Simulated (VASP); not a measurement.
# MgO in VASP: notebook, part 2 of 2

VASP 6.6.1. The steps go on from the part before.

## 3. Single point, HSE06 (strain -3.4%)

POSCAR reads:

```
MgO
1.0
    0.0000000000      2.0309039414      2.0309039414
    2.0309039414      0.0000000000      2.0309039414
    2.0309039414      2.0309039414      0.0000000000
Mg O
1 1
Direct
    0.0000000000      0.0000000000      0.0000000000
    0.5000000000      0.5000000000      0.5000000000
```

INCAR.step1 reads:

```
SYSTEM = MgO
PREC = Accurate ; ENCUT = 520
EDIFF = 1E-5 ; ISMEAR = 0
SIGMA = 0.01 ; LREAL = .False.
LASPH = .True. ; NELM = 100
ALGO = Normal ; ISIF = 2
LWAVE = .True. ; LCHARG = .False.
GGA = PE ; NBANDS = 11
```

INCAR.step2 reads:

```
SYSTEM = MgO
PREC = Accurate ; ENCUT = 520
EDIFF = 1E-6 ; ISMEAR = 0
SIGMA = 0.01 ; LREAL = .False.
LASPH = .True. ; NELM = 100
ALGO = Normal ; ISIF = 2
LWAVE = .False. ; LCHARG = .False.
GGA = PE ; LHFCALC = .True.
HFSCREEN = 0.2079 ; PRECFOCK = Normal
ISTART = 1 ; NBANDS = 11
```

KPOINTS reads:

```
regular mesh
0
Gamma
  8 8 8
  0 0 0
```

Potentials or basis: VASP PAW PBE potentials, release 64 (Mg, O).

Started as:

```bash
> cat potpaw_PBE.64/Mg/POTCAR potpaw_PBE.64/O/POTCAR > POTCAR
> cp INCAR.step1 INCAR
> mpirun -np 1 vasp_std > vasp.out
> cp INCAR.step2 INCAR
> mpirun -np 1 vasp_std > vasp.out
```

OUTCAR:

```text
SYSTEM = MgO
   PREC = Accurate
   ENCUT = 520
   EDIFF = 1E-6
   ISMEAR = 0
   LREAL = .False.
   LASPH = .True.
   NELM = 100
   ISIF = 2
   GGA = PE
   LHFCALC = .True.
   HFSCREEN = 0.2079
   PRECFOCK = Normal
   ISTART = 1

 ion  position               nearest neighbor table
   1  0.000  0.000  0.000-   2 2.03   2 2.03   2 2.03   2 2.03   2 2.03   2 2.03
   2  0.500  0.500  0.500-   1 2.03   1 2.03   1 2.03   1 2.03   1 2.03   1 2.03

  LATTYP: Found a face centered cubic cell.
 ALAT       =     4.0618078828

  Lattice vectors:

 A1 = (   0.0000000000,   2.0309039414,   2.0309039414)
 A2 = (   2.0309039414,   0.0000000000,   2.0309039414)
 A3 = (   2.0309039414,   2.0309039414,   0.0000000000)

Analysis of symmetry for initial positions (statically):
=====================================================================
 Subroutine PRICEL returns:
 Original cell was already a primitive cell.

 Routine SETGRP: Setting up the symmetry group for a
 face centered cubic supercell.

 Subroutine GETGRP returns: Found 48 space group operations
 (whereof 48 operations were pure point group operations)
 out of a pool of 48 trial point group operations.

The static configuration has the point symmetry O_h .

Analysis of symmetry for dynamics (positions and initial velocities):
=====================================================================
 Subroutine PRICEL returns:
 Original cell was already a primitive cell.

 Routine SETGRP: Setting up the symmetry group for a
 face centered cubic supercell.

 Subroutine GETGRP returns: Found 48 space group operations
 (whereof 48 operations were pure point group operations)
 out of a pool of 48 trial point group operations.

The dynamic configuration has the point symmetry O_h .

 Subroutine INISYM returns: Found 48 space group operations
 (whereof 48 operations are pure point group operations),
 and found     1 'primitive' translations

----------------------------------------------------------------------------------------

                                     Primitive cell

[... 122 lines left out ...]
   AEXX    =    0.2500 exact exchange contribution
   HFSCREEN=    0.2079 screening length (either q_TF or 0.3 A-1)
   HFSCREENC=   0.2079 screening length for correlation (either q_TF or 0.3 A-1)
   ENCUTFOCK=  -1.0 apply spherical cutoff to Coloumb kernel
   IVDW    =     0    specifies the selected vdW correction
   LEPSILON=     F    determine dielectric tensor
   LRPA    =     F    only Hartree local field effects (RPA)
 non-spin polarized calculation
 Gauss-broadening in eV      SIGMA  =   0.01
  energy-cutoff  :      520.00
  volume of cell :       16.75
 maximum number of plane-waves:       464
 NGX is ok and might be reduce to    24
  NGX = 18; NGY = 18; NGZ = 18

 number of electron       7.9999998 magnetization

 Free energy of the ion-electron system (eV)
  ---------------------------------------------------
  ext. energy  EPLUGINS =         0.00000000
  ---------------------------------------------------
  free energy    TOTEN  =       -14.10315205 eV

  energy without entropy =      -14.10315205  energy(sigma->0) =      -14.10315205

 E-fermi :   2.8166     XC(G=0):  -9.5100

 val. band max:        2.7657100826   @ k =   0.0000   0.0000   0.0000
 cond. band min:      10.4409972427   @ k =   0.0000   0.0000   0.0000
 fundamental gap:      7.6752871601
 Fermi energy:         2.8165522828

 k-point     1 :       0.0000    0.0000    0.0000
  band No.  band energies     occupation
      1     -16.6683      2.00000
      2       2.7657      2.00000
      3       2.7657      2.00000
      4       2.7657      2.00000
      5      10.4410      0.00000
      6      21.1980      0.00000
      7      21.1980      0.00000
      8      21.1980      0.00000
      9      25.4425      0.00000
     10      27.4965      0.00000
     11      27.4965      0.00000
[... 309 lines left out ...]
 k-point    24 :      -0.3750    0.2500    0.1250
  band No.  band energies     occupation
      1     -14.8241      2.00000
      2      -1.9793      2.00000
      3       0.4283      2.00000
      4       1.5312      2.00000
      5      15.1824      0.00000
      6      18.1833      0.00000
      7      19.6338      0.00000
      8      23.2672      0.00000
      9      26.8629      0.00000
     10      28.7203      0.00000
     11      33.0644      0.00000

 [... further k-points ...]
[... 5 lines left out ...]
  --------------------------------------------------------------------------------------
  -------------------------------------------------------------------------------------
  Total        2.1775153      2.1775153      2.1775153      0.0000000     -0.0000000     -0.0000000
  in kB      208.2445553    208.2445553    208.2445553      0.0000000     -0.0000000     -0.0000000
  external PRESSURE =     208.2445553 kB  Pullay stress =       0.0000000 kB

 VOLUME and BASIS-vectors are now :
 -----------------------------------------------------------------------------
  energy-cutoff  :      520.00
  volume of cell :       16.75
      direct lattice vectors                 reciprocal lattice vectors
     0.000000000  2.030903941  2.030903941    -0.246195790  0.246195790  0.246195790
     2.030903941  0.000000000  2.030903941     0.246195790 -0.246195790  0.246195790
     2.030903941  2.030903941  0.000000000     0.246195790  0.246195790 -0.246195790

 POSITION                                       TOTAL-FORCE (eV/Angst)
 -----------------------------------------------------------------------------------
      0.00000      0.00000      0.00000        -0.000000     -0.000000     -0.000000
      2.03090      2.03090      2.03090         0.000000      0.000000      0.000000
 -----------------------------------------------------------------------------------
    total drift:                                0.000143      0.000174      0.000129

  FREE ENERGIE OF THE ION-ELECTRON SYSTEM (eV)
  ---------------------------------------------------
  free  energy   TOTEN  =       -14.1031520468 eV

  energy  without entropy=      -14.1031520468  energy(sigma->0) =      -14.10315205
```

OUTCAR.step1:

```text
SYSTEM = MgO
   PREC = Accurate
   ENCUT = 520
   EDIFF = 1E-5
   ISMEAR = 0
   LREAL = .False.
   LASPH = .True.
[... 558 lines left out ...]
      0.00000      0.00000      0.00000        -0.000000     -0.000000      0.000000
      2.03090      2.03090      2.03090         0.000000      0.000000     -0.000000
 -----------------------------------------------------------------------------------
    total drift:                               -0.000000     -0.000000      0.000000

  FREE ENERGIE OF THE ION-ELECTRON SYSTEM (eV)
  ---------------------------------------------------
  free  energy   TOTEN  =       -11.7295379887 eV

  energy  without entropy=      -11.7295379887  energy(sigma->0) =      -11.72953799
```

OSZICAR.step1:

```text
N       E                     dE             d eps       ncg     rms          rms(c)
DAV:   1     0.114953882189E+02    0.11495E+02   -0.47001E+03   750   0.646E+02
DAV:   2    -0.128775001527E+02   -0.24373E+02   -0.24004E+02   721   0.136E+02
DAV:   3    -0.133317918659E+02   -0.45429E+00   -0.45398E+00   764   0.153E+01
DAV:   4    -0.133328107409E+02   -0.10189E-02   -0.10189E-02   701   0.821E-01
DAV:   5    -0.133328139243E+02   -0.31834E-05   -0.31834E-05   743   0.445E-02    0.737E+00
DAV:   6    -0.117428409646E+02    0.15900E+01   -0.81068E+00   665   0.164E+01    0.207E+00
DAV:   7    -0.117343389205E+02    0.85020E-02   -0.66075E-02   707   0.207E+00    0.133E+00
DAV:   8    -0.117298241991E+02    0.45147E-02   -0.21328E-02   677   0.167E+00    0.201E-01
DAV:   9    -0.117295173743E+02    0.30682E-03   -0.58484E-04   716   0.161E-01    0.107E-01
DAV:  10    -0.117295378029E+02   -0.20429E-04   -0.43857E-04   704   0.151E-01    0.146E-02
DAV:  11    -0.117295379887E+02   -0.18589E-06   -0.64586E-06   388   0.196E-02
   1 F= -.11729538E+02 E0= -.11729538E+02  d E =-.561757E-31
```

Run time: 19 min. Hardware: 1 thread of Intel Xeon Platinum 8488C (Sapphire Rapids), shared host; peak memory 0.26 GiB.

Results:

```yaml
Free_energy: -14.1032 eV
Pressure: 20.8 GPa
Band_gap_on_the_k_mesh: 7.68 eV, direct
```

Caveat: the cell differs from its parent crystal (strain -3.4%); the PAW data sets were made with another functional, which shifts forces and pressure a little.
